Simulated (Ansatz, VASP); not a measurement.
Two plane-wave programs on InPd

INCAR

```
PREC = Accurate ; ENCUT = 600
EDIFF = 1E-7 ; ISMEAR = -1
SIGMA = 0.05 ; LREAL = F
LASPH = T ; NELM = 80
ALGO = Fast ; ISIF = 3
LWAVE = F ; LCHARG = F
GGA = PE ; IBRION = 2
NSW = 60 ; EDIFFG = -0.005
```

The input KPOINTS:

```
Automatic mesh
0
Gamma
  8 8 8
```

File POSCAR:

```
InPd
1.0
    0.0000000000      2.7460700000      2.7460700000
    2.7460700000      0.0000000000      2.7460700000
    2.7460700000      2.7460700000      0.0000000000
In Pd
1 1
Direct
    0.0000000000      0.0000000000      0.0000000000
    0.5000000000      0.5000000000      0.5000000000
```

Contents of input.yaml:

```yaml
crystal:
  lattice:
    - [0.0, 2.74607, 2.74607]
    - [2.74607, 0.0, 2.74607]
    - [2.74607, 2.74607, 0.0]
  atoms:
    - { symbol: In, position: [0.0, 0.0, 0.0] }
    - { symbol: Pd, position: [0.5, 0.5, 0.5] }
hamiltonian:
  xc: pbe
  pseudopotentials: { kind: paw }
kpoints:
  mp_grid: { grid: [8, 8, 8] }
scf:
  occupations: { method: fermi_dirac, width: 0.05 }
output:
  forces: true
  stress: true
  eigenvalues: true
relax:
  f_tol: 0.01
  max_steps: 40
  cell: { stress_tol: 0.05 }
```

Alike in both runs: task relaxation of cell and atoms; functional PBE; k mesh 8 × 8 × 8; occupations fermi-dirac, width 0.05 eV; no spin polarisation.

```csv
,VASP,Ansatz
version,VASP 6.6.1,Ansatz 0.2.0
potentials or method,"VASP PAW PBE potentials, release 64 (In_d, Pd)",Ansatz PAW
plane-wave cutoff (eV),600,420
valence electrons in the cell,23,31
```

```csv
,VASP,Ansatz,Ansatz less VASP
"gap on the k mesh at the Fermi level, each at its own relaxed structure (eV)",none,none,-
relaxed volume (Å³/atom),20.76,20.75,-0.017
relaxed cell length with the largest relative difference (Å),3.887,3.886,-0.0011
```

A gap of «none» marks a metal or a gap that the smearing closes. VASP's potentials hold 23 valence electrons a cell and Ansatz's 31, so a difference there can come from the potentials and not from the codes.

Noted on Ansatz's run: the plane-wave basis is chosen anew once the cell has moved, so the energies of steps on either side of that aren't comparable.
